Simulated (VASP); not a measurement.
A run of VASP 6.6.1 is set up as follows.

INCAR

```
SYSTEM = Zr2Br
PREC = Accurate ; ENCUT = 520
EDIFF = 1E-6 ; ISMEAR = 0
SIGMA = 0.1 ; LREAL = .False.
LASPH = .True. ; NELM = 60
ALGO = Normal ; ISIF = 2
LWAVE = .False. ; LCHARG = .False.
GGA = PE ; NBANDS = 22
```

KPOINTS

```
Automatic mesh
0
Gamma
  6 6 6
  0 0 0
```

File POSCAR:

```
Zr2Br
1.0
    4.7063559800      0.0000000000      0.0000000000
   -2.3531779900      4.0758238300      0.0000000000
    0.0000000000      0.0000000000      3.1590535600
Zr Br
2 1
Direct
    0.3333333300      0.6666666700      0.5000000000
    0.6666666700      0.3333333300      0.5000000000
    0.0000000000      0.0000000000      0.0000000000
```

Potentials or basis: VASP PAW PBE potentials, release 64 (Zr_sv, Br).

Command:

```console
$ cat potpaw_PBE.64/Zr_sv/POTCAR potpaw_PBE.64/Br/POTCAR > POTCAR
$ mpirun -np 1 vasp_std > vasp.out
```

(1) Predict the band gap on the k mesh.

(2) Predict the pressure.

Results:

(1) zero (an odd number of electrons rules out a gap without spin polarisation).

(2) 8.3 GPa.

Caveat: the stress differs along the axes, from 1 to 12 GPa; an odd number of electrons without spin polarisation forces a metal; a magnetic or distorted state may lie lower.
